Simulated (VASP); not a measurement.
# Bi (R-3m) in VASP: notebook

The runs below take Bi through single point, with r2SCAN.

All numbers are computed with VASP 6.6.1; they aren't measurements. Logs are shortened: lines on timing, memory, paths and dates and some standing lists are left out, and cuts for length are marked.

### 1 The cell of the first run

The structure is trigonal, space group R-3m (No. 166). The conventional cell has a = 4.535 Å, b = 4.535 Å, c = 12.350 Å, α = 90.00°, β = 90.00°, γ = 120.00°. Bi (site symmetry 3m) has 6 Bi at 3.07 to 3.63 Å within 4.0 Å.

### 2 Single point, r2SCAN

The input, POSCAR:

```
Bi
1.0
    2.2672586491      1.3090023913      4.1166667488
   -2.2672586491      1.3090023913      4.1166667488
    0.0000000000     -2.6180047827      4.1166667487
Bi
2
Direct
    0.2317091399      0.2317091399      0.2317091399
    0.7682908601      0.7682908601      0.7682908601
```

The input, INCAR.step1:

```
PREC = Accurate
ENCUT = 520
ISMEAR = 1
SIGMA = 0.2
LREAL = F
LASPH = T
NELM = 60
NBANDS = 22
GGA = PE
ALGO = Normal
EDIFF = 1E-4
LWAVE = T
LCHARG = F
```

The input, INCAR.step2:

```
PREC = Accurate
ENCUT = 520
EDIFF = 1E-7
ISMEAR = 1
SIGMA = 0.2
LREAL = F
LASPH = T
NELM = 60
ALGO = Normal
ISIF = 2
LWAVE = F
LCHARG = F
METAGGA = R2SCAN
LMIXTAU = T
NBANDS = 22
ISTART = 1
```

The input, KPOINTS:

```
Automatic mesh
0
Gamma
  9 9 9
```

Potentials or basis: VASP PAW PBE potentials, release 64 (Bi_d).

Run with:

```console
$ cat potpaw_PBE.64/Bi_d/POTCAR > POTCAR
$ cp INCAR.step1 INCAR
$ mpirun -np 1 vasp_std > vasp.out
$ cp INCAR.step2 INCAR
$ mpirun -np 1 vasp_std > vasp.out
```

OUTCAR:

```text
PREC = Accurate
   ENCUT = 520
   EDIFF = 1E-7
   ISMEAR = 1
   LREAL = F
   LASPH = T
   NELM = 60
   ISIF = 2
   METAGGA = R2SCAN
   ISTART = 1

 ion  position               nearest neighbor table
   1  0.232  0.232  0.232-   2 3.07   2 3.07   2 3.07   2 3.63   2 3.63   2 3.63
   2  0.768  0.768  0.768-   1 3.07   1 3.07   1 3.07   1 3.63   1 3.63   1 3.63

  LATTYP: Found a trigonal (rhomboedric) cell.
 ALAT       =     4.8786160090
 COS(alpha) =     0.5680446502

  Lattice vectors:

 A1 = (   2.2672586491,   1.3090023913,   4.1166667488)
 A2 = (  -2.2672586491,   1.3090023913,   4.1166667488)
 A3 = (   0.0000000000,  -2.6180047827,   4.1166667487)

Analysis of symmetry for initial positions (statically):
=====================================================================
 Subroutine PRICEL returns:
 Original cell was already a primitive cell.

 Routine SETGRP: Setting up the symmetry group for a
 trigonal (rhombohedral) supercell.

 Subroutine GETGRP returns: Found 12 space group operations
 (whereof 12 operations were pure point group operations)
 out of a pool of 12 trial point group operations.

The static configuration has the point symmetry D_3d.

Analysis of symmetry for dynamics (positions and initial velocities):
=====================================================================
 Subroutine PRICEL returns:
 Original cell was already a primitive cell.

 Routine SETGRP: Setting up the symmetry group for a
 trigonal (rhombohedral) supercell.

 Subroutine GETGRP returns: Found 12 space group operations
 (whereof 12 operations were pure point group operations)
 out of a pool of 12 trial point group operations.

The dynamic configuration has the point symmetry D_3d.

 Subroutine INISYM returns: Found 12 space group operations
 (whereof 12 operations are pure point group operations),
 and found     1 'primitive' translations

----------------------------------------------------------------------------------------

                                     Primitive cell

  volume of cell :      73.3058

  direct lattice vectors                    reciprocal lattice vectors
     2.267258649  1.309002391  4.116666749     0.220530640  0.127323424  0.080971658
    -2.267258649  1.309002391  4.116666749    -0.220530640  0.127323424  0.080971658
     0.000000000 -2.618004783  4.116666749     0.000000000 -0.254646848  0.080971658

  length of vectors
     4.878616009  4.878616009  4.878616009     0.267210454  0.267210454  0.267210454

  position of ions in fractional coordinates (direct lattice)
     0.231709140  0.231709140  0.231709140
     0.768290860  0.768290860  0.768290860

  ion indices of the primitive-cell ions
   primitive index   ion index
                 1           1
                 2           2

----------------------------------------------------------------------------------------

 KPOINTS: Automatic mesh

Automatic generation of k-mesh.
 Grid dimensions read from file:
 generate k-points for:    9    9    9

 Generating k-lattice:

  Cartesian coordinates                     Fractional coordinates (reciprocal lattice)
     0.024503404  0.014147047  0.008996851     0.111111111  0.000000000 -0.000000000
    -0.024503404  0.014147047  0.008996851     0.000000000  0.111111111 -0.000000000
     0.000000000 -0.028294094  0.008996851     0.000000000  0.000000000  0.111111111

  Length of vectors
     0.029690050  0.029690050  0.029690050

  Shift w.r.t. Gamma in fractional coordinates (k-lattice)
     0.000000000  0.000000000  0.000000000

 Subroutine IBZKPT returns following result:
 ===========================================

 Found     85 irreducible k-points:

 Following reciprocal coordinates:
            Coordinates               Weight
  0.000000  0.000000  0.000000      1.000000
  0.111111  0.000000  0.000000      6.000000
  0.222222  0.000000  0.000000      6.000000
  0.333333 -0.000000  0.000000      6.000000
  0.444444  0.000000  0.000000      6.000000
  0.111111  0.111111  0.000000      6.000000
[... 16 lines left out ...]
 -0.333333  0.333333  0.000000      6.000000
  0.444444  0.444444  0.000000      6.000000
 [... further k-points ...]
   k-points           NKPTS =     85   k-points in BZ     NKDIM =     85   number of bands    NBANDS=     22
   number of dos      NEDOS =    301   number of ions     NIONS =      2
   total plane-waves  NPLWV =  46656
   dimension x,y,z NGX =    36 NGY =   36 NGZ =   36
   dimension x,y,z NGXF=    72 NGYF=   72 NGZF=   72
   ions per type =               2
   NGX,Y,Z   is equivalent  to a cutoff of  12.27, 12.27, 12.27 a.u.
   NGXF,Y,Z  is equivalent  to a cutoff of  24.54, 24.54, 24.54 a.u.
 SYSTEM =  unknown system
   PREC   = accura    normal or accurate (medium, high low for compatibility)
   ISTART =      1    job   : 0-new  1-cont  2-samecut
   ICHARG =      0    charge: 1-file 2-atom 10-const
   ISPIN  =      1    spin polarized calculation?
   LNONCOLLINEAR =      F non collinear calculations
   LSORBIT =      F    spin-orbit coupling
   LASPH  =      T    aspherical Exc in radial PAW
   ENCUT  =  520.0 eV  38.22 Ry    6.18 a.u.   9.07  9.07  9.07*2*pi/ulx,y,z
   NELM   =     60;   NELMIN=  2; NELMDL=  0     # of ELM steps
   EDIFF  = 0.1E-06   stopping-criterion for ELM
   LREAL  =      F    real-space projection
   EDIFFG = 0.1E-05   stopping-criterion for IOM
   NSW    =      0    number of steps for IOM
   IBRION =     -1    ionic relax: 0-MD 1-quasi-New 2-CG
   NFREE  =      0    steps in history (QN), initial steepest desc. (CG)
   ISIF   =      2    stress and relaxation
   ISYM   =      2    0-nonsym 1-usesym 2-fastsym
   POTIM  = 0.5000    time-step for ionic-motion
   TEBEG  =    0.0;   TEEND  =   0.0 temperature during run
   PSTRESS=    0.0 pullay stress
   NELECT =      30.0000    total number of electrons
   NUPDOWN=      -1.0000    fix difference up-down
   EMIN   =  10.00;   EMAX   =-10.00  energy-range for DOS
   EFERMI =   0.00;   METHOD = LEGACY
   ISMEAR =     1;   SIGMA  =   0.20  broadening in eV -4-tet -1-fermi 0-gaus
   EFERMI_NEDOS =   21; number of points for ismear=-14 and -15
   IALGO  =     38    algorithm
   IMIX   =      4    mixing-type and parameters
     AMIX     =   0.40;   BMIX     =  1.00
     AMIX_MAG =   1.60;   BMIX_MAG =  1.00
  volume/ion in A,a.u.               =      36.65       247.35
  Fermi-wavevector in a.u.,A,eV,Ry     =   1.215446  2.296860 20.100017  1.477310
  Thomas-Fermi vector in A             =   2.350833
   LORBIT       =      0    0 simple, 1 ext, 2 COOP (PROOUT), +10 PAW based schemes
   METAGGA = R2SCAN    functional components
   LHFCALC =     F    Hartree Fock is set to
   AEXX    =    0.0000 exact exchange contribution
   IVDW    =     0    specifies the selected vdW correction
   LEPSILON=     F    determine dielectric tensor
   LRPA    =     F    only Hartree local field effects (RPA)
 non-spin polarized calculation
 Methfessel and Paxton  Order N= 1 SIGMA  =   0.20
  energy-cutoff  :      520.00
  volume of cell :       73.31
 maximum number of plane-waves:      2004
   NGX = 19   NGY = 19   NGZ = 19

 number of electron      30.0000004 magnetization

 Free energy of the ion-electron system (eV)
  ---------------------------------------------------
  ext. energy  EPLUGINS =         0.00000000
  ---------------------------------------------------
  free energy    TOTEN  =      -117.00914396 eV

  energy without entropy =     -117.01018520  energy(sigma->0) =     -117.00949104

 E-fermi :   5.8074     XC(G=0):  -9.9744

 val. band max:        5.8036747249   @ k =   0.4444   0.3333   0.3333
 cond. band min:       5.8502930952   @ k =   0.4444   0.0000   0.0000
 fundamental gap:      0.0466183703
 Fermi energy:         5.8074350243

 k-point     1 :       0.0000    0.0000    0.0000
  band No.  band energies     occupation
      1     -17.7848      2.00000
      2     -17.7848      2.00000
      3     -17.6298      2.00000
      4     -17.6298      2.00000
      5     -17.6085      2.00000
      6     -17.4379      2.00000
[... 14 lines left out ...]
     21      12.2174      0.00000
     22      12.3297      0.00000

 k-point     2 :       0.1111    0.0000    0.0000
  band No.  band energies     occupation
      1     -17.7772      2.00000
      2     -17.7734      2.00000
      3     -17.6265      2.00000
      4     -17.6226      2.00000
      5     -17.6029      2.00000
      6     -17.4436      2.00000
[... 14 lines left out ...]
     21      12.3143      0.00000
     22      13.2802      0.00000

 k-point     3 :       0.2222    0.0000    0.0000
  band No.  band energies     occupation
      1     -17.7565      2.00000
      2     -17.7407      2.00000
      3     -17.6190      2.00000
      4     -17.6024      2.00000
      5     -17.5849      2.00000
      6     -17.4633      2.00000
[... 14 lines left out ...]
     21      12.8794      0.00000
     22      15.1199      0.00000

 k-point     4 :       0.3333   -0.0000    0.0000
  band No.  band energies     occupation
      1     -17.7296      2.00000
      2     -17.6910      2.00000
      3     -17.6113      2.00000
      4     -17.5732      2.00000
      5     -17.5570      2.00000
      6     -17.4964      2.00000
[... 14 lines left out ...]
     21      13.9634      0.00000
     22      16.2683      0.00000

 k-point     5 :       0.4444    0.0000    0.0000
  band No.  band energies     occupation
      1     -17.7090      2.00000
      2     -17.6356      2.00000
      3     -17.6060      2.00000
      4     -17.5557      2.00000
      5     -17.5409      2.00000
      6     -17.5058      2.00000
[... 417 lines left out ...]
 k-point    22 :      -0.4444    0.3333   -0.0000
  band No.  band energies     occupation
      1     -17.7502      2.00000
      2     -17.6284      2.00000
      3     -17.6039      2.00000
      4     -17.5618      2.00000
      5     -17.5397      2.00000
      6     -17.5128      2.00000
[... 14 lines left out ...]
     21      15.3205      0.00000
     22      17.0123      0.00000

 k-point    23 :      -0.3333    0.3333    0.0000
  band No.  band energies     occupation
      1     -17.7388      2.00000
      2     -17.6128      2.00000
      3     -17.5693      2.00000
      4     -17.5684      2.00000
      5     -17.5619      2.00000
      6     -17.5313      2.00000
[... 14 lines left out ...]
     21      14.4388      0.00000
     22      16.2175      0.00000

 k-point    24 :       0.4444    0.4444    0.0000
  band No.  band energies     occupation
      1     -17.7715      2.00000
      2     -17.6382      2.00000
      3     -17.6322      2.00000
      4     -17.5342      2.00000
      5     -17.5332      2.00000
      6     -17.5081      2.00000
[... 14 lines left out ...]
     21      15.7871      0.00000
     22      16.4124      0.00000

 [... further k-points ...]

------------------------ aborting loop because EDIFF is reached ----------------------------------------

  FORCE on cell =-STRESS in cart. coord.  units (eV):
  Direction    XX          YY          ZZ          XY          YZ          ZX
  --------------------------------------------------------------------------------------
  -------------------------------------------------------------------------------------
  Total       -0.0177038     -0.0177038     -0.0117041      0.0000000     -0.0000000      0.0000000
  in kB       -0.3869362     -0.3869362     -0.2558056      0.0000000     -0.0000000      0.0000000
  external PRESSURE =      -0.3432260 kB  Pullay stress =       0.0000000 kB

 VOLUME and BASIS-vectors are now :
 -----------------------------------------------------------------------------
  energy-cutoff  :      520.00
  volume of cell :       73.31
      direct lattice vectors                 reciprocal lattice vectors
     2.267258649  1.309002391  4.116666749     0.220530640  0.127323424  0.080971658
    -2.267258649  1.309002391  4.116666749    -0.220530640  0.127323424  0.080971658
     0.000000000 -2.618004783  4.116666749     0.000000000 -0.254646848  0.080971658

 POSITION                                       TOTAL-FORCE (eV/Angst)
 -----------------------------------------------------------------------------------
      0.00000     -0.00000      2.86161         0.000000     -0.000000      0.007875
      0.00000     -0.00000      9.48839         0.000000      0.000000     -0.007875
 -----------------------------------------------------------------------------------
    total drift:                               -0.000000      0.000000     -0.000000

  FREE ENERGIE OF THE ION-ELECTRON SYSTEM (eV)
  ---------------------------------------------------
  free  energy   TOTEN  =      -117.0091439610 eV

  energy  without entropy=     -117.0101852040  energy(sigma->0) =     -117.00949104
```

Run time: 13 min. Hardware: 1 thread of Intel Xeon 8259CL, shared host; peak memory 0.28 GiB.

Results:

```yaml
Free_energy: -117.0091 eV
Pressure: 0.0 GPa
Largest_force: 0.008 eV/Å
```

Forces on the atoms (eV/Å):
```
Bi   0.000  0.000  0.008
Bi   0.000  0.000 -0.008
```

Caveat: the PAW data sets were made with another functional, which shifts forces and pressure a little; spin-orbit coupling is left out, which moves the levels of the heavy elements.

### 3 Single point, r2SCAN

POSCAR is that of step 2.

The input, INCAR.step1:

```
ALGO = Normal
EDIFF = 1E-4
ENCUT = 520
GGA = PE
ISMEAR = 1
LASPH = True
LCHARG = False
LREAL = False
LWAVE = True
NBANDS = 22
NELM = 60
PREC = Accurate
SIGMA = 0.3
```

The input, INCAR.step2:

```
ALGO = Normal
EDIFF = 1E-7
ENCUT = 520
ISIF = 2
ISMEAR = 1
ISTART = 1
LASPH = True
LCHARG = False
LMIXTAU = True
LREAL = False
LWAVE = False
METAGGA = R2SCAN
NBANDS = 22
NELM = 60
PREC = Accurate
SIGMA = 0.3
```

The input, KPOINTS:

```
k-points
0
Gamma
  9 9 9
```

Potentials or basis: VASP PAW PBE potentials, release 64 (Bi_d).

Run with:

```console
$ cat potpaw_PBE.64/Bi_d/POTCAR > POTCAR
$ cp INCAR.step1 INCAR
$ mpirun -np 1 vasp_std > vasp.out
$ cp INCAR.step2 INCAR
$ mpirun -np 1 vasp_std > vasp.out
```

It took 4.2 min on 1 thread of Intel Xeon 6975P-C (Granite Rapids), shared host; peak memory 0.28 GiB.

It converged, with:

- Free energy: -117.0085 eV
- Pressure: 0.0 GPa
- Largest force: 0.008 eV/Å

Forces in eV/Å, atoms in the order of the input:
```
Bi   0.000  0.000  0.008
Bi   0.000  0.000 -0.008
```

Levels at points of the mesh, in eV from the Fermi level:
```
           k point  band 12  band 13  band 14  band 15  band 16  band 17  band 18  band 19
(0.00, 0.00, 0.00)    -7.80    -1.73    -1.22    -1.22     2.34     2.92     2.92     6.14
```

Caveat: so wide a smearing shifts energies and pressures; the PAW data sets were made with another functional, which shifts forces and pressure a little; spin-orbit coupling is left out, which moves the levels of the heavy elements.
